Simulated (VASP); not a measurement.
A run of VASP 6.6.1:

POSCAR

```
KBr
1.0
    0.0000000000      3.3024386828      3.3024386828
    3.3024386828      0.0000000000      3.3024386828
    3.3024386828      3.3024386828      0.0000000000
K Br
1 1
Direct
    0.0000000000      0.0000000000      0.0000000000
    0.5000000000      0.5000000000      0.5000000000
```

Contents of INCAR.step1:

```
SYSTEM = KBr
PREC = Accurate
ENCUT = 520
EDIFF = 1E-5
ISMEAR = 1
SIGMA = 0.2
LREAL = .False.
LASPH = .True.
NELM = 100
ALGO = Normal
ISIF = 2
LWAVE = .True.
LCHARG = .False.
NBANDS = 15
GGA = PE
```

The input INCAR.step2:

```
SYSTEM = KBr
PREC = Accurate
ENCUT = 520
EDIFF = 1E-6
ISMEAR = 1
SIGMA = 0.2
LREAL = .False.
LASPH = .True.
NELM = 100
ALGO = Normal
ISIF = 2
LWAVE = .False.
LCHARG = .False.
GGA = PE
LHFCALC = .True.
HFSCREEN = 0.2079
PRECFOCK = Normal
NBANDS = 15
ISTART = 1
```

Contents of KPOINTS:

```
Automatic mesh
0
Gamma
  4 4 4
  0 0 0
```

Potentials or basis: VASP PAW PBE potentials, release 64 (K_sv, Br).

Launch:

```bash
$ cat potpaw_PBE.64/K_sv/POTCAR potpaw_PBE.64/Br/POTCAR > POTCAR
$ cp INCAR.step1 INCAR
$ mpirun -np 1 vasp_std > vasp.out
$ cp INCAR.step2 INCAR
$ mpirun -np 1 vasp_std > vasp.out
```

Hardware: 1 thread of AMD EPYC 7R43 64-Core Processor (Zen 3), with other jobs on the host.

Problem. How long does it take, and how much memory?

Solution. It took 9.1 min on 1 thread of AMD EPYC 7R43 64-Core Processor (Zen 3), on a shared host, peak memory 0.28 GiB. Counts: k points 8.
